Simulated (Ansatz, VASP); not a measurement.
## CuO: VASP beside Ansatz

Contents of INCAR:

```
SYSTEM = CuO
ALGO = Normal
EDIFF = 1E-6
ENCUT = 520
GGA = PS
ISIF = 2
ISMEAR = 0
LASPH = .True.
LCHARG = .False.
LREAL = .False.
LWAVE = .False.
NBANDS = 25
NELM = 100
PREC = Accurate
SIGMA = 0.15
```

The input KPOINTS:

```
k-points
0
Gamma
  16 16 10
  0 0 0
```

The input POSCAR:

```
CuO
1.0
    2.0425330993     -2.0503581635      0.0000000000
    2.0425330993      2.0503581635      0.0000000000
    0.0000000000      0.0000000000      5.0922648207
Cu O
2 2
Direct
   -0.0001321217      0.4308939016      0.0000000000
    0.4998678783     -0.0691060984      0.5000000000
    0.5000000000      0.5000000000      0.2500000000
    0.5000000000      0.5000000000      0.7500000000
```

Input for Ansatz:

```yaml
crystal:
  lattice:
    - [2.0425330993, -2.0503581635, 0.0]
    - [2.0425330993, 2.0503581635, 0.0]
    - [0.0, 0.0, 5.0922648207]
  atoms:
    - { symbol: Cu, position: [-0.0001321217, 0.4308939016, 0.0] }
    - { symbol: Cu, position: [0.4998678783, -0.0691060984, 0.5] }
    - { symbol: O, position: [0.5, 0.5, 0.25] }
    - { symbol: O, position: [0.5, 0.5, 0.75] }
basis:
  ecutwfc: 420
kpoints:
  mp_grid: { grid: [16, 16, 10] }
hamiltonian:
  xc: pbesol
scf:
  occupations: { method: gaussian, width: 0.15 }
output:
  forces: true
  stress: true
  eigenvalues: true
```

Change from the starting cell: all Cu atoms moved -0.200 Å, as atom 1 along Cartesian [1 1 0].

Alike in both runs: task single point; functional PBEsol; k mesh 16 × 16 × 10; occupations gaussian, width 0.15 eV; no spin polarisation.

```csv
,VASP,Ansatz
version,VASP 6.6.1,Ansatz 0.2.0
potentials or method,"VASP PAW PBE potentials, release 64 (Cu, O), cutoff 520 eV","scalar-relativistic, plane waves, PAW"
valence electrons in the cell,34,50
```

```csv
,VASP,Ansatz,Ansatz less VASP
gap on the k mesh at the Fermi level (eV),none,none,-
pressure (GPa),4.2,3.2,-0.92
"traceless stress, the component that is largest in VASP (GPa)",3.41,3.00,-0.411
rms of the force components (eV/Å),1.359,1.321,-0.0378
```

VASP's potentials were made for PBE, not for PBEsol. Atom by atom the forces differ by 0.042 eV/Å (rms over components). A gap of «none» marks a metal or a gap that the smearing closes. VASP's potentials hold 34 valence electrons a cell and Ansatz's 50, so a difference there can come from the potentials and not from the codes.
